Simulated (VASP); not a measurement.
In:

```
In
1.0
    -1.62547    1.62547    2.47370
     1.62547   -1.62547    2.47370
     1.62547    1.62547   -2.47370
In
1
Cartesian
  0.0000 0.0000 0.0000
```

* Program: VASP 6.6.1
* Task: relaxation of cell and atoms
* Functional: BLYP
* Potentials or basis: VASP PAW PBE potentials, release 64 (In_d)
* Cutoff: 600 eV
* k mesh: 11 × 11 × 11
* Occupations: fermi-dirac, width 0.05 eV
* Spin: no spin polarisation

At the start: pressure 6.2 GPa; volume 26.14 Å³/atom.

**Question.** Where does the relaxation end?

**Answer.** Over 11 steps the energy falls by 83.8 meV/atom and the volume is 31.17 Å³/atom (+19.2 %); space group I4/mmm (No. 139, to 0.05 Å).

Step by step:
```
step  energy change (eV)  largest force (eV/Å)  pressure (GPa)  volume (Å³)
   1              0.0000                0.0000            6.25        26.14
   2             -0.0792                0.0000            0.75        30.19
   3             -0.0810                0.0000           -0.22        31.30
   4             -0.0811                0.0000            0.02        31.05
   5             -0.0811                0.0000           -0.05        31.15
   6             -0.0819                0.0000           -0.07        31.17
   7             -0.0831                0.0000           -0.09        31.22
   8             -0.0838                0.0000           -0.07        31.29
   9             -0.0838                0.0000           -0.11        31.28
  10             -0.0838                0.0000            0.07        31.06
  11             -0.0838                0.0000           -0.01        31.17
```

Final structure:
```yaml
crystal:
  lattice:
    - [-1.69071, 1.69071, 2.72622]
    - [1.69071, -1.69071, 2.72622]
    - [1.69071, 1.69071, -2.72622]
  atoms:
    - { symbol: In, position: [0.00000, 0.00000, 0.00000] }
```

Caveat: the volume moved by over 15 % at a fixed basis, so the end points are rough; the PAW data sets were made with another functional, which shifts forces and pressure a little; the volume moved by +19 % from the deposited cell, more than functionals usually miss.
